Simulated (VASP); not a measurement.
# AgPd4 (Pd (100), 5 layers) in VASP: further runs

Runs on AgPd4 (Pd (100), 5 layers). Level: LDA. Tasks: single point.

Everything below comes from runs of VASP 6.6.1. Logs are shortened: lines on timing, memory, paths and dates and some standing lists are left out, and cuts for length are marked.

**1. The cell of the first run**

The cell holds a slab with vacuum, 5 atoms: a = 2.715 Å, b = 2.715 Å, c = 23.680 Å, α = 90.00°, β = 90.00°, γ = 90.00°.

**2. Single point, LDA**

File INCAR:

```
SYSTEM = AgPd4
PREC = Accurate ; ENCUT = 400
EDIFF = 1E-6 ; ISMEAR = -1
SIGMA = 0.05 ; LREAL = .False.
LASPH = .True. ; NELM = 120
ALGO = Normal ; ISIF = 2
LWAVE = .False. ; LCHARG = .False.
LDIPOL = .True. ; IDIPOL = 3
DIPOL = 0.5 0.5 0.500 ; GGA = CA
NBANDS = 34 ; GGA_COMPAT = .False.
NELMDL = -8
```

File KPOINTS:

```
regular mesh
0
Gamma
  13 13 1
  0 0 0
```

File POSCAR:

```
AgPd4
1.0
    2.7154616614      0.0000000000      0.0000000000
    0.0000000000      2.7154616614      0.0000000000
    0.0000000000      0.0000000000     23.6805000000
Ag Pd
1 4
Direct
    0.0000000000      0.0000000000      0.3396818233
    0.5000000000      0.5000000000      0.4192899297
    0.0000000000      0.0000000000      0.5000000000
    0.5000000000      0.5000000000      0.5807100697
    0.0000000000      0.0000000000      0.6603181772
```

Potentials or basis: VASP PAW LDA potentials, release 64 (Ag, Pd).

The run is started by

```bash
$ cat potpaw_LDA.64/Ag/POTCAR potpaw_LDA.64/Pd/POTCAR > POTCAR
$ mpirun -np 1 vasp_std > vasp.out
```

OUTCAR:

```text
SYSTEM = AgPd4
   PREC = Accurate
   ENCUT = 400
   EDIFF = 1E-6
   ISMEAR = -1
   LREAL = .False.
   LASPH = .True.
   NELM = 120
   ISIF = 2
   GGA = CA
   NELMDL = -8

 ion  position               nearest neighbor table
   1  0.000  0.000  0.340-   2 2.69   2 2.69   2 2.69   2 2.69
   2  0.500  0.500  0.419-   1 2.69   1 2.69   1 2.69   1 2.69   3 2.71   3 2.71   3 2.71   3 2.71

   3  0.000  0.000  0.500-   4 2.71   4 2.71   4 2.71   4 2.71   2 2.71   2 2.71   2 2.71   2 2.71

   4  0.500  0.500  0.581-   5 2.69   5 2.69   5 2.69   5 2.69   3 2.71   3 2.71   3 2.71   3 2.71

   5  0.000  0.000  0.660-   4 2.69   4 2.69   4 2.69   4 2.69

  LATTYP: Found a simple tetragonal cell.
 ALAT       =     2.7154616614
 C/A-ratio  =     8.7206165849

  Lattice vectors:

 A1 = (   2.7154616614,   0.0000000000,   0.0000000000)
 A2 = (   0.0000000000,   2.7154616614,   0.0000000000)
 A3 = (   0.0000000000,   0.0000000000,  23.6805000000)

Analysis of symmetry for initial positions (statically):
=====================================================================
 Subroutine PRICEL returns:
 Original cell was already a primitive cell.

 Routine SETGRP: Setting up the symmetry group for a
 simple tetragonal supercell.

 Subroutine GETGRP returns: Found  8 space group operations
 (whereof  8 operations were pure point group operations)
 out of a pool of 16 trial point group operations.

The static configuration has the point symmetry C_4v.

Analysis of symmetry for dynamics (positions and initial velocities):
=====================================================================
 Subroutine PRICEL returns:
 Original cell was already a primitive cell.

 Routine SETGRP: Setting up the symmetry group for a
 simple tetragonal supercell.

 Subroutine GETGRP returns: Found  8 space group operations
 (whereof  8 operations were pure point group operations)
 out of a pool of 16 trial point group operations.

The dynamic configuration has the point symmetry C_4v.

 Subroutine INISYM returns: Found  8 space group operations
 (whereof  8 operations are pure point group operations),
 and found     1 'primitive' translations

----------------------------------------------------------------------------------------

                                     Primitive cell

  volume of cell :     174.6137

  direct lattice vectors                    reciprocal lattice vectors
     2.715461661  0.000000000  0.000000000     0.368261506  0.000000000  0.000000000
     0.000000000  2.715461661  0.000000000     0.000000000  0.368261506  0.000000000
     0.000000000  0.000000000 23.680500000     0.000000000  0.000000000  0.042228838

  length of vectors
     2.715461661  2.715461661 23.680500000     0.368261506  0.368261506  0.042228838

  position of ions in fractional coordinates (direct lattice)
     0.000000000  0.000000000  0.339681823
     0.500000000  0.500000000  0.419289930
     0.000000000  0.000000000  0.500000000
     0.500000000  0.500000000  0.580710070
     0.000000000  0.000000000  0.660318177

  ion indices of the primitive-cell ions
   primitive index   ion index
                 1           1
                 2           2
                 3           3
                 4           4
                 5           5

----------------------------------------------------------------------------------------

 KPOINTS: regular mesh

Automatic generation of k-mesh.
 Grid dimensions read from file:
 generate k-points for:   13   13    1

 Generating k-lattice:

  Cartesian coordinates                     Fractional coordinates (reciprocal lattice)
     0.028327808  0.000000000  0.000000000     0.076923077  0.000000000  0.000000000
     0.000000000  0.028327808  0.000000000     0.000000000  0.076923077  0.000000000
     0.000000000  0.000000000  0.042228838     0.000000000  0.000000000  1.000000000

  Length of vectors
     0.028327808  0.028327808  0.042228838

  Shift w.r.t. Gamma in fractional coordinates (k-lattice)
     0.000000000  0.000000000  0.000000000

 Subroutine IBZKPT returns following result:
 ===========================================

 Found     28 irreducible k-points:

 Following reciprocal coordinates:
            Coordinates               Weight
  0.000000  0.000000  0.000000      1.000000
  0.076923  0.000000  0.000000      4.000000
  0.153846  0.000000  0.000000      4.000000
  0.230769  0.000000  0.000000      4.000000
  0.307692  0.000000  0.000000      4.000000
  0.384615  0.000000  0.000000      4.000000
[... 16 lines left out ...]
  0.307692  0.307692  0.000000      4.000000
  0.384615  0.307692  0.000000      8.000000
 [... further k-points ...]
   k-points           NKPTS =     28   k-points in BZ     NKDIM =     28   number of bands    NBANDS=     34
   number of dos      NEDOS =    301   number of ions     NIONS =      5
   total plane-waves  NPLWV =  51840
   dimension x,y,z NGX =    18 NGY =   18 NGZ =  160
   dimension x,y,z NGXF=    36 NGYF=   36 NGZF=  320
   ions per type =               1   4
   NGX,Y,Z   is equivalent  to a cutoff of  11.02, 11.02, 11.23 a.u.
   NGXF,Y,Z  is equivalent  to a cutoff of  22.04, 22.04, 22.47 a.u.
 SYSTEM =  AgPd4
   PREC   = accura    normal or accurate (medium, high low for compatibility)
   ISTART =      0    job   : 0-new  1-cont  2-samecut
   ICHARG =      2    charge: 1-file 2-atom 10-const
   ISPIN  =      1    spin polarized calculation?
   LNONCOLLINEAR =      F non collinear calculations
   LSORBIT =      F    spin-orbit coupling
   LASPH  =      T    aspherical Exc in radial PAW
   ENCUT  =  400.0 eV  29.40 Ry    5.42 a.u.   4.43  4.43 38.62*2*pi/ulx,y,z
   NELM   =    120;   NELMIN=  2; NELMDL= -8     # of ELM steps
   EDIFF  = 0.1E-05   stopping-criterion for ELM
   LREAL  =      F    real-space projection
   EDIFFG = 0.1E-04   stopping-criterion for IOM
   NSW    =      0    number of steps for IOM
   IBRION =     -1    ionic relax: 0-MD 1-quasi-New 2-CG
   NFREE  =      0    steps in history (QN), initial steepest desc. (CG)
   ISIF   =      2    stress and relaxation
   ISYM   =      2    0-nonsym 1-usesym 2-fastsym
   POTIM  = 0.5000    time-step for ionic-motion
   TEBEG  =    0.0;   TEEND  =   0.0 temperature during run
   PSTRESS=    0.0 pullay stress
   NELECT =      51.0000    total number of electrons
   NUPDOWN=      -1.0000    fix difference up-down
   EMIN   =  10.00;   EMAX   =-10.00  energy-range for DOS
   EFERMI =   0.00;   METHOD = LEGACY
   ISMEAR =    -1;   SIGMA  =   0.05  broadening in eV -4-tet -1-fermi 0-gaus
   EFERMI_NEDOS =   21; number of points for ismear=-14 and -15
   IALGO  =     38    algorithm
   IMIX   =      4    mixing-type and parameters
     AMIX     =   0.40;   BMIX     =  1.00
     AMIX_MAG =   1.60;   BMIX_MAG =  1.00
  volume/ion in A,a.u.               =      34.92       235.67
  Fermi-wavevector in a.u.,A,eV,Ry     =   1.086189  2.052600 16.052249  1.179807
  Thomas-Fermi vector in A             =   2.222320
   LORBIT       =      0    0 simple, 1 ext, 2 COOP (PROOUT), +10 PAW based schemes
   GGA     = CA    functional components
   LHFCALC =     F    Hartree Fock is set to
   AEXX    =    0.0000 exact exchange contribution
   IVDW    =     0    specifies the selected vdW correction
   LEPSILON=     F    determine dielectric tensor
   LRPA    =     F    only Hartree local field effects (RPA)
 non-spin polarized calculation
  energy-cutoff  :      400.00
  volume of cell :      174.61
 maximum number of plane-waves:      3216
 NGX is ok and might be reduce to    18
   NGX =  9   NGY =  9   NGZ = 77

 dipolmoment           0.000000      0.000000     -0.480526 electrons x Angstroem

 number of electron      50.9999975 magnetization

 dipolmoment           0.000000      0.000000      0.026017 electrons x Angstroem

 Free energy of the ion-electron system (eV)
  ---------------------------------------------------
  ext. energy  EPLUGINS =         0.00000000
  ---------------------------------------------------
  free energy    TOTEN  =       -28.23550743 eV

  energy without entropy =      -28.16619739  energy(sigma->0) =      -28.20085241

 E-fermi :   1.1065     XC(G=0):  -6.3914

 val. band max:        1.1052231602   @ k =   0.4615   0.2308   0.0000
 cond. band min:       1.1231114454   @ k =   0.2308   0.1538   0.0000
 fundamental gap:      0.0178882852
 Fermi energy:         1.1064510170

 k-point     1 :       0.0000    0.0000    0.0000
  band No.  band energies     occupation
      1      -6.1942      2.00000
      2      -5.2603      2.00000
      3      -4.8208      2.00000
      4      -4.8083      2.00000
      5      -4.4305      2.00000
      6      -4.1365      2.00000
[... 26 lines left out ...]
     33       6.7293      0.00000
     34       7.3386      0.00000

 k-point     2 :       0.0769    0.0000    0.0000
  band No.  band energies     occupation
      1      -6.0529      2.00000
      2      -5.1392      2.00000
      3      -4.7732      2.00000
      4      -4.6869      2.00000
      5      -4.3327      2.00000
      6      -4.0478      2.00000
[... 26 lines left out ...]
     33       6.8699      0.00000
     34       7.4621      0.00000

 k-point     3 :       0.1538    0.0000    0.0000
  band No.  band energies     occupation
      1      -5.6577      2.00000
      2      -4.8731      2.00000
      3      -4.6285      2.00000
      4      -4.3394      2.00000
      5      -4.1438      2.00000
      6      -3.7101      2.00000
[... 26 lines left out ...]
     33       7.2977      0.00000
     34       7.8287      0.00000
[... 704 lines left out ...]
 k-point    23 :       0.3077    0.3077    0.0000
  band No.  band energies     occupation
      1      -4.1855      2.00000
      2      -3.8981      2.00000
      3      -3.8401      2.00000
      4      -3.7678      2.00000
      5      -3.4344      2.00000
      6      -3.3256      2.00000
[... 26 lines left out ...]
     33       9.9643      0.00000
     34      10.0949      0.00000

 k-point    24 :       0.3846    0.3077    0.0000
  band No.  band energies     occupation
      1      -4.3469      2.00000
      2      -4.0676      2.00000
      3      -4.0003      2.00000
      4      -3.9682      2.00000
      5      -3.5973      2.00000
      6      -3.5154      2.00000
[... 26 lines left out ...]
     33      10.1447      0.00000
     34      10.3444      0.00000

 [... further k-points ...]

------------------------ aborting loop because EDIFF is reached ----------------------------------------

 vacuum level on the upper side and lower side of the slab       (xc-potential included)         0.296        -0.438

  FORCE on cell =-STRESS in cart. coord.  units (eV):
  Direction    XX          YY          ZZ          XY          YZ          ZX
  --------------------------------------------------------------------------------------
  -------------------------------------------------------------------------------------
  Total       -0.5482782     -0.5482782      1.5815135      0.0000000      0.0000000      0.0000000
  in kB       -5.0307574     -5.0307574     14.5112647      0.0000000      0.0000000      0.0000000
  external PRESSURE =       1.4832500 kB  Pullay stress =       0.0000000 kB

 VOLUME and BASIS-vectors are now :
 -----------------------------------------------------------------------------
  energy-cutoff  :      400.00
  volume of cell :      174.61
      direct lattice vectors                 reciprocal lattice vectors
     2.715461661  0.000000000  0.000000000     0.368261506  0.000000000  0.000000000
     0.000000000  2.715461661  0.000000000     0.000000000  0.368261506  0.000000000
     0.000000000  0.000000000 23.680500000     0.000000000  0.000000000  0.042228838

 POSITION                                       TOTAL-FORCE (eV/Angst)
 -----------------------------------------------------------------------------------
      0.00000      0.00000      8.04384         0.000000     -0.000000     -0.685925
      1.35773      1.35773      9.92900        -0.000000     -0.000000      0.489617
      0.00000      0.00000     11.84025         0.000000     -0.000000      0.135899
      1.35773      1.35773     13.75150         0.000000      0.000000      0.040652
      0.00000      0.00000     15.63666         0.000000     -0.000000      0.019757
 -----------------------------------------------------------------------------------
    total drift:                                0.000000      0.000000      0.000014

  FREE ENERGIE OF THE ION-ELECTRON SYSTEM (eV)
  ---------------------------------------------------
  free  energy   TOTEN  =       -28.2355074291 eV

  energy  without entropy=      -28.1661973893  energy(sigma->0) =      -28.20085241

 vacuum level on the upper side and lower side of the slab         6.621         5.911
```

Run time: 2.6 min. Hardware: 1 thread of Intel Xeon 6975P-C (Granite Rapids), shared host; peak memory 0.23 GiB.

Results:

- Free energy: -28.2355 eV
- Largest force: 0.686 eV/Å

Forces in eV/Å, atoms in the order of the input:
```
Ag   0.000  0.000 -0.686
Pd   0.000  0.000  0.490
Pd   0.000  0.000  0.136
Pd   0.000  0.000  0.041
Pd   0.000  0.000  0.020
```

**3. Single point, LDA**

File INCAR:

```
PREC     = Accurate       # precision mode
ENCUT    = 400            # plane-wave cutoff, eV
EDIFF    = 1E-6           # SCF threshold, eV
ISMEAR   = -1             # smearing method
SIGMA    = 0.05           # smearing width, eV
LREAL    = False          # projectors in reciprocal space
LASPH    = True           # aspherical terms in the spheres
NELM     = 120            # most SCF steps
ALGO     = Normal         # electronic algorithm
ISIF     = 2              # what is computed and relaxed
LWAVE    = False          # write WAVECAR
LCHARG   = True           # write CHGCAR
LDIPOL   = True         
IDIPOL   = 3            
DIPOL    = 0.5 0.5 0.500
LELF     = True           # ELF
LVHAR    = True         
LVACPOTAV= True         
NBANDS   = 34             # bands
GGA_COMPAT= False        
NELMDL   = -8
```

File KPOINTS:

```
Automatic mesh
0
Gamma
  13 13 1
```

POSCAR is that of step 2.

Potentials or basis: VASP PAW LDA potentials, release 64 (Ag, Pd).

The run is started by

```bash
$ cat potpaw_LDA.64/Ag/POTCAR potpaw_LDA.64/Pd/POTCAR > POTCAR
$ mpirun -np 1 vasp_std > vasp.out
```

Wall time 2.9 min (1 thread of Intel Xeon 6975P-C (Granite Rapids), shared host); peak memory 0.24 GiB.

Results (log left out):

```yaml
Free_energy: -28.2355 eV
Largest_force: 0.686 eV/Å
```

Forces on the atoms (eV/Å):
```
Ag   0.000  0.000 -0.686
Pd   0.000  0.000  0.490
Pd   0.000  0.000  0.136
Pd   0.000  0.000  0.041
Pd   0.000  0.000  0.020
```

Levels at points of the mesh, in eV from the Fermi level:
| k point | band 22 | band 23 | band 24 | band 25 | band 26 | band 27 | band 28 | band 29 | band 30 | band 31 |
| --- | --- | --- | --- | --- | --- | --- | --- | --- | --- | --- |
| (0.00, 0.00, 0.00) | -0.76 | -0.71 | -0.71 | -0.64 | -0.30 | -0.02 | 0.09 | 0.09 | 1.14 | 2.58 |
